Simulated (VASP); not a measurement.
Write the native input for VASP 6.6.1 that does the following.

```
Task                   : single point
Functional             : r2SCAN
Potentials or basis    : VASP PAW PBE potentials, release 64 (Ni_sv_GW, O)
Cutoff                 : 770 eV
k mesh                 : 12 × 12 × 12
Occupations            : gaussian, width 0.02 eV
Spin                   : no spin polarisation
Dipole correction      : no
Further INCAR settings : ALGO = Normal; EDIFF = 1e-06; NBANDS = 22
```

NiO2:

```
Ni O
1.0
     1.38688    0.80071    5.10115
    -1.38688    0.80071    5.10115
     0.00000   -1.60143    5.10115
Ni O
1 2
Direct
  0.00000 0.00000 0.00000
  0.60521 0.60521 0.60521
  0.39479 0.39479 0.39479
```

These files were run (other wordings do the same):

POSCAR

```
NiO2
1.0
    1.3868768575      0.8007137270      5.1011519625
   -1.3868768575      0.8007137270      5.1011519625
    0.0000000000     -1.6014274540      5.1011519625
Ni O
1 2
Direct
    0.0000000000      0.0000000000      0.0000000000
    0.6052080933      0.6052080933      0.6052080933
    0.3947919067      0.3947919067      0.3947919067
```

INCAR.step1

```
PREC     = Accurate       # precision mode
ENCUT    = 770            # plane-wave cutoff, eV
ISMEAR   = 0              # smearing method
SIGMA    = 0.02           # smearing width, eV
LREAL    = F              # projectors in reciprocal space
LASPH    = T              # aspherical terms in the spheres
NELM     = 120            # most SCF steps
NBANDS   = 22             # bands
GGA      = PE             # functional
ALGO     = Normal         # electronic algorithm
EDIFF    = 1E-5           # SCF threshold, eV
LWAVE    = T              # write WAVECAR
LCHARG   = F              # write CHGCAR
GGA_COMPAT= F
```

INCAR.step2

```
PREC     = Accurate       # precision mode
ENCUT    = 770            # plane-wave cutoff, eV
EDIFF    = 1E-6           # SCF threshold, eV
ISMEAR   = 0              # smearing method
SIGMA    = 0.02           # smearing width, eV
LREAL    = F              # projectors in reciprocal space
LASPH    = T              # aspherical terms in the spheres
NELM     = 120            # most SCF steps
ALGO     = Normal         # electronic algorithm
ISIF     = 2              # what is computed and relaxed
LWAVE    = F              # write WAVECAR
LCHARG   = F              # write CHGCAR
METAGGA  = R2SCAN         # meta-GGA
LMIXTAU  = T            
NBANDS   = 22             # bands
ISTART   = 1            
GGA_COMPAT= F
```

KPOINTS

```
regular mesh
0
Gamma
  12 12 12
```

Potentials or basis: VASP PAW PBE potentials, release 64 (Ni_sv_GW, O).

Launch:

```sh
$ cat potpaw_PBE.64/Ni_sv_GW/POTCAR potpaw_PBE.64/O/POTCAR > POTCAR
$ cp INCAR.step1 INCAR
$ mpirun -np 1 vasp_std > vasp.out
$ cp INCAR.step2 INCAR
$ mpirun -np 1 vasp_std > vasp.out
```

It gave:

- Pressure: 0.6 GPa
- Largest force: 0.059 eV/Å
- Band gap on the k mesh: 1.60 eV (least direct gap 1.81 eV)

Caveat: the PAW data sets were made with another functional, which shifts forces and pressure a little; the run has no spin polarisation, though such a crystal can be magnetic.

Run time: 40 min on 1 thread of Intel(R) Xeon(R) Platinum 8259CL CPU @ 2.50GHz (Skylake/Cascade Lake), on a shared host, peak memory 0.57 GiB.
